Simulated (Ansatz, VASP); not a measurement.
ZnGeP2: VASP beside Ansatz

File INCAR:

```
  ALGO = Normal
  EDIFF = 1E-6
  ENCUT = 500
  GGA = PE
  GGA_COMPAT = F
  ISIF = 2
  ISMEAR = -1
  LASPH = T
  LCHARG = F
  LREAL = F
  LWAVE = F
  NBANDS = 46
  NELM = 120
  PREC = Accurate
  SIGMA = 0.02
```

File KPOINTS:

```
k-points
0
Gamma
  6 6 6
```

The input POSCAR:

```
ZnGeP2
1.0
   -2.6961071790      2.6961071790      5.3119299855
    2.6961071790     -2.6961071790      5.3119299855
    2.6961071790      2.6961071790     -5.3119299855
Zn Ge P
2 2 4
Direct
    0.7500000000      0.2500000000      0.5000000000
    0.0000000000      0.0000000000      0.0000000000
    0.2500000000      0.7500000000      0.5000000000
    0.5000000000      0.5000000000      0.0000000000
    0.1283709040      0.6250000000      0.0033709040
    0.8750000000      0.8716290960      0.4966290960
    0.3750000000      0.3783709040      0.5033709040
    0.6216290960      0.1250000000      0.9966290960
```

Input for Ansatz:

```yaml
crystal:
  lattice:
    - [-2.696107179, 2.696107179, 5.3119299855]
    - [2.696107179, -2.696107179, 5.3119299855]
    - [2.696107179, 2.696107179, -5.3119299855]
  atoms:
    - { symbol: Zn, position: [0.75, 0.25, 0.5] }
    - { symbol: Zn, position: [0.0, 0.0, 0.0] }
    - { symbol: Ge, position: [0.25, 0.75, 0.5] }
    - { symbol: Ge, position: [0.5, 0.5, 0.0] }
    - { symbol: P, position: [0.128370904, 0.625, 0.003370904] }
    - { symbol: P, position: [0.875, 0.871629096, 0.496629096] }
    - { symbol: P, position: [0.375, 0.378370904, 0.503370904] }
    - { symbol: P, position: [0.621629096, 0.125, 0.996629096] }
kpoints:
  mp_grid: { grid: [6, 6, 6] }
  band_path:
    path:
      - [0.0, 0.0, 0.0]
      - [0.0, 0.0, 0.5]
      - [0.25, 0.25, 0.25]
      - [0.0, 0.5, 0.0]
      - [0.5, 0.5, -0.5]
      - [0.3144035238, 0.6855964762, -0.3144035238]
      - [-0.3144035238, 0.3144035238, 0.3144035238]
      - [-0.1288070476, 0.1288070476, 0.5]
      - [0.5, 0.5, -0.1288070476]
      - [0.432292, -0.432292, 0.432292]
    npoints: 1
hamiltonian:
  xc: pbe
scf:
  occupations: { method: fermi_dirac, width: 0.02 }
  n_extra_bands: 6
output:
  forces: true
  stress: true
  eigenvalues: true
  write_density: true
  write_potential: true
  elf: true
  volumetric_format: npy
```

Change from the starting cell: hydrostatic strain -1.0%.

Alike in both runs: task single point; functional PBE; k mesh 6 × 6 × 6; occupations fermi-dirac, width 0.02 eV; no spin polarisation.

|  | VASP | Ansatz |
| --- | --- | --- |
| version | VASP 6.6.1 | Ansatz 0.2.0 |
| potentials or method | VASP PAW PBE potentials, release 64 (Zn, Ge_d, P) | plane waves, PAW |
| plane-wave cutoff (eV) | 500 | 420 |
| valence electrons in the cell | 72 | 72 |

VASP gave:

```
gap on the k mesh at the Fermi level (eV) : 1.23
pressure (GPa)                            : 5.2
rms of the force components (eV/Å)        : 0.027
```

**Question.** What did Ansatz give for the same quantities?

**Answer.** gap on the k mesh at the Fermi level (eV): 1.23; pressure (GPa): 5.2; rms of the force components (eV/Å): 0.041.

Atom by atom the forces differ by 0.014 eV/Å (rms over components). With one functional, cell and mesh, what is left measures potentials, basis and numerics.
